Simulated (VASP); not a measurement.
# ZnS (lda) (P6_3mc) in VASP: further runs, part 2 of 2

VASP 6.6.1.

## (4) Single point, LDA

This run uses another cell than the first one, of 18.58 Å³/atom, 0.938 times its volume.

The input, INCAR:

```
SYSTEM = ZnS
PREC = Accurate
ENCUT = 520
EDIFF = 1E-6
ISMEAR = 0
SIGMA = 0.01
LREAL = .FALSE.
LASPH = .TRUE.
NELM = 60
ALGO = Normal
ISIF = 2
LWAVE = .FALSE.
LCHARG = .TRUE.
GGA = CA
LELF = .TRUE.
LVHAR = .TRUE.
NBANDS = 26
```

The input, KPOINTS:

```
Automatic mesh
0
G
  9 9 6
  0 0 0
```

The input, POSCAR:

```
ZnS
1.0
    3.7381765707      0.0000000000      0.0000000000
   -1.8690882854      3.2373558741      0.0000000000
    0.0000000000      0.0000000000      6.1427593467
Zn S
2 2
Direct
    0.3333333333      0.6666666667      0.0005888713
    0.6666666667      0.3333333333      0.5005888713
    0.3333333333      0.6666666667      0.3744111287
    0.6666666667      0.3333333333      0.8744111287
```

Potentials or basis: VASP PAW LDA potentials, release 64 (Zn, S).

On the command line:

```
$ cat potpaw_LDA.64/Zn/POTCAR potpaw_LDA.64/S/POTCAR > POTCAR
$ mpirun -np 1 vasp_std > vasp.out
```

OUTCAR:

```text
SYSTEM = ZnS
   PREC = Accurate
   ENCUT = 520
   EDIFF = 1E-6
   ISMEAR = 0
   LREAL = .FALSE.
   LASPH = .TRUE.
   NELM = 60
   ISIF = 2
   GGA = CA

 ion  position               nearest neighbor table
   1  0.333  0.667  0.001-   4 2.29   4 2.29   4 2.29   3 2.30
   2  0.667  0.333  0.501-   3 2.29   3 2.29   3 2.29   4 2.30
   3  0.333  0.667  0.374-   2 2.29   2 2.29   2 2.29   1 2.30
   4  0.667  0.333  0.874-   1 2.29   1 2.29   1 2.29   2 2.30

  LATTYP: Found a hexagonal cell.
 ALAT       =     3.7381765707
 C/A-ratio  =     1.6432501864

  Lattice vectors:

 A1 = (   3.7381765707,   0.0000000000,   0.0000000000)
 A2 = (  -1.8690882854,   3.2373558741,   0.0000000000)
 A3 = (   0.0000000000,   0.0000000000,   6.1427593467)

Analysis of symmetry for initial positions (statically):
=====================================================================
 Subroutine PRICEL returns:
 Original cell was already a primitive cell.

 Routine SETGRP: Setting up the symmetry group for a
 hexagonal supercell.
[... 170 lines left out ...]
  free energy    TOTEN  =       -16.40280523 eV

  energy without entropy =      -16.40280523  energy(sigma->0) =      -16.40280523

 E-fermi :   2.5963     XC(G=0): -10.3091

 val. band max:        2.5321498021   @ k =   0.0000   0.0000   0.0000
 cond. band min:       4.7584575305   @ k =   0.0000   0.0000   0.0000
 fundamental gap:      2.2263077284
 Fermi energy:         2.5962832434

 k-point     1 :       0.0000    0.0000    0.0000
  band No.  band energies     occupation
      1     -11.0436      2.00000
      2      -9.9761      2.00000
      3      -4.2365      2.00000
      4      -4.2163      2.00000
      5      -4.2163      2.00000
      6      -4.1271      2.00000
[... 685 lines left out ...]
     25      12.5724      0.00000
     26      12.6963      0.00000

 [... further k-points ...]

------------------------ aborting loop because EDIFF is reached ----------------------------------------

  FORCE on cell =-STRESS in cart. coord.  units (eV):
  Direction    XX          YY          ZZ          XY          YZ          ZX
  --------------------------------------------------------------------------------------
  -------------------------------------------------------------------------------------
  Total        0.1089619      0.1089619      0.1136610     -0.0000000      0.0000000      0.0000000
  in kB        2.3483959      2.3483959      2.4496739     -0.0000000      0.0000000      0.0000000
  external PRESSURE =       2.3821552 kB  Pullay stress =       0.0000000 kB

 VOLUME and BASIS-vectors are now :
 -----------------------------------------------------------------------------
  energy-cutoff  :      520.00
  volume of cell :       74.34
      direct lattice vectors                 reciprocal lattice vectors
     3.738176571  0.000000000  0.000000000     0.267510103  0.154447030  0.000000000
    -1.869088285  3.237355874  0.000000000     0.000000000  0.308894060  0.000000000
     0.000000000  0.000000000  6.142759347     0.000000000  0.000000000  0.162793289

 POSITION                                       TOTAL-FORCE (eV/Angst)
 -----------------------------------------------------------------------------------
     -0.00000      2.15824      0.00362        -0.000000      0.000000      0.001017
      1.86909      1.07912      3.07500        -0.000000     -0.000000      0.001017
     -0.00000      2.15824      2.29992        -0.000000     -0.000000     -0.001017
      1.86909      1.07912      5.37130         0.000000      0.000000     -0.001017
 -----------------------------------------------------------------------------------
    total drift:                               -0.000001     -0.000001      0.001080

  FREE ENERGIE OF THE ION-ELECTRON SYSTEM (eV)
  ---------------------------------------------------
  free  energy   TOTEN  =       -16.4028052267 eV

  energy  without entropy=      -16.4028052267  energy(sigma->0) =      -16.40280523
```

OSZICAR:

```text
N       E                     dE             d eps       ncg     rms          rms(c)
DAV:   1     0.247216210284E+03    0.24722E+03   -0.17098E+04  2496   0.170E+03
DAV:   2     0.791360334320E+01   -0.23930E+03   -0.22825E+03  2552   0.357E+02
DAV:   3    -0.166573558705E+02   -0.24571E+02   -0.24321E+02  2986   0.114E+02
DAV:   4    -0.172710850785E+02   -0.61373E+00   -0.61226E+00  2912   0.181E+01
DAV:   5    -0.172802658184E+02   -0.91807E-02   -0.91783E-02  2986   0.220E+00    0.109E+01
DAV:   6    -0.164421938747E+02    0.83807E+00   -0.16784E+00  3530   0.392E+01    0.816E+00
DAV:   7    -0.164202449912E+02    0.21949E-01   -0.12611E+00  2652   0.710E+00    0.330E+00
DAV:   8    -0.164040775874E+02    0.16167E-01   -0.37008E-02  2716   0.125E+00    0.861E-01
DAV:   9    -0.164027441112E+02    0.13335E-02   -0.93436E-03  3364   0.105E+00    0.238E-01
DAV:  10    -0.164027896119E+02   -0.45501E-04   -0.36827E-04  2942   0.205E-01    0.113E-01
DAV:  11    -0.164028054775E+02   -0.15866E-04   -0.30439E-05  2728   0.509E-02    0.421E-02
DAV:  12    -0.164028052267E+02    0.25082E-06   -0.38379E-06  2900   0.244E-02
   1 F= -.16402805E+02 E0= -.16402805E+02  d E =-.318280E-22
```

Run time: 72 s. Hardware: 1 thread of Intel Xeon Platinum 8259CL at 2.50GHz (Skylake/Cascade Lake), shared host; peak memory 0.21 GiB.

What came out:

* Free energy: -16.4028 eV
* Pressure: 0.2 GPa
* Band gap on the k mesh: 2.23 eV, direct

LDA gaps usually lie below the measured ones, often by a third to a half.

## (5) Summary

| cell | k mesh | smearing | gap on the mesh (eV) | pressure (GPa) |
| --- | --- | --- | --- | --- |
| a = 3.823, b = 3.823, c = 6.261 Å, angles 90.0, 90.0, 120.0°, 4 atoms | 6 × 6 × 4 | gaussian 0.1 eV | 1.94 | -4.6 |
| a = 3.738, b = 3.738, c = 6.143 Å, angles 90.0, 90.0, 120.0°, 4 atoms | 9 × 9 × 6 | gaussian 0.02 eV | 2.23 | 0.2 |
| a = 3.738, b = 3.738, c = 6.143 Å, angles 90.0, 90.0, 120.0°, 4 atoms | 9 × 9 × 6 | gaussian 0.01 eV | 2.23 | 0.2 |

Alike in all rows: task single point; level LDA; potentials or basis VASP PAW LDA potentials, release 64 (Zn, S); no spin polarisation; cutoff (eV) 520.

Absolute energies hang on the potentials; compare differences alone.
